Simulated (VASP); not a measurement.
## AlNi3: single point with r2SCAN

Crystal: AlNi3.

```
Al Ni
1.0
     0.00918    2.80870    2.80147
     2.80352    0.00613    2.80452
     2.81058    2.81882   -0.00094
Al Ni
1 3
Direct
  0.51799 0.47545 0.48120
  0.23471 0.21297 0.23590
  0.05270 0.96234 0.03015
  0.77290 0.72066 0.80167
```

```yaml
Program: VASP 6.6.1
Task: single point
Functional: r2SCAN
Potentials_or_basis: VASP PAW PBE potentials, release 64 (Al, Ni)
Cutoff: 660 eV
k_mesh: 4 × 4 × 4
Occupations: gaussian, width 0.1 eV
Spin: no spin polarisation
```

The pressure is 8.7 GPa. The largest force is 3.760 eV/Å and the band gap on the k mesh is zero (an odd number of electrons rules out a gap without spin polarisation).

Forces on the atoms (eV/Å):
```
Al   1.028  1.004 -0.962
Ni   1.797  2.362  2.309
Ni  -1.530 -2.442 -2.096
Ni  -1.294 -0.924  0.749
```

Stress tensor (GPa, compression positive):
```
9.19 3.86 2.77
3.86 8.58 4.45
2.77 4.45 8.25
```

Levels at points of the mesh, in eV from the Fermi level:
```tsv
k point	band 13	band 14	band 15	band 16	band 17	band 18	band 19	band 20
(0.00, 0.00, 0.00)	-0.84	-0.61	-0.55	-0.53	5.39	5.54	5.78	6.17
(0.50, 0.00, 0.00)	-0.98	-0.60	-0.52	-0.44	-0.11	3.77	4.08	5.38
(0.00, 0.50, 0.00)	-0.84	-0.62	-0.55	-0.32	-0.03	3.63	4.17	5.39
(0.50, 0.50, 0.00)	-0.85	-0.64	-0.64	-0.52	-0.32	-0.09	0.28	4.29
(0.00, 0.00, 0.50)	-1.01	-0.61	-0.57	-0.53	-0.22	4.01	4.15	5.25
(0.50, 0.00, 0.50)	-0.88	-0.73	-0.65	-0.61	-0.37	-0.18	0.19	4.48
(0.00, 0.50, 0.50)	-0.88	-0.71	-0.66	-0.35	-0.23	-0.07	0.22	4.35
(0.50, 0.50, 0.50)	-0.63	-0.62	-0.34	-0.14	0.11	3.96	4.45	5.13
```

It took 2.9 min on 1 thread of Intel(R) Xeon(R) Platinum 8488C (Sapphire Rapids), with other jobs on the host, peak memory 0.24 GiB.

Caveat: the k points lie up to 0.49 Å⁻¹ apart, too coarse for converged energies and pressures of a metal; the PAW data sets were made with another functional, which shifts forces and pressure a little. Spin polarisation is off, so any magnetic state and its effect on volume and gap are missing.
